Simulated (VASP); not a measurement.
Crystal: AlO2.

```
CELL_PARAMETERS angstrom
1.48816 -5.40283 0.00000
1.48816 5.40283 0.00000
0.00000 0.00000 3.64661
ATOMIC_POSITIONS crystal
Al 0.33187 0.66813 0.25000
Al 0.66813 0.33187 0.75000
O 0.70582 0.29418 0.25000
O 0.29418 0.70582 0.75000
O 0.93893 0.06107 0.25000
O 0.06107 0.93893 0.75000
```

Base run:

| Quantity | Value |
| --- | --- |
| Program | VASP 6.6.1 |
| Functional | PBE |
| Potentials or basis | VASP PAW PBE potentials, release 64 (Al, O) |
| Cutoff | 600 eV |
| k mesh | 12 × 12 × 10 |
| Occupations | gaussian, width 0.1 eV |
| Spin | collinear spin |
| Starting moments | [0.0, 0.0, 0.0, 0.0, 1.0, -1.0] μB |

Its results: pressure -0.5 GPa; net moment 0.00 μB per cell; site moments Al -0.01, +0.01; O -0.06, +0.06, +0.22, -0.22 μB; largest force 0.877 eV/Å.

Task: The run is repeated on the same cell with these changes: moments at the start from [0.0, 0.0, 0.0, 0.0, 1.0, -1.0] to [0.0, 0.0, 0.0, 0.0, 0.5, 0.5]. What comes out?

Result: Pressure -0.7 GPa; net moment 1.92 μB per cell; site moments Al -0.01; O +0.10, +0.73 (each value once) μB; largest force 0.034 eV/Å.
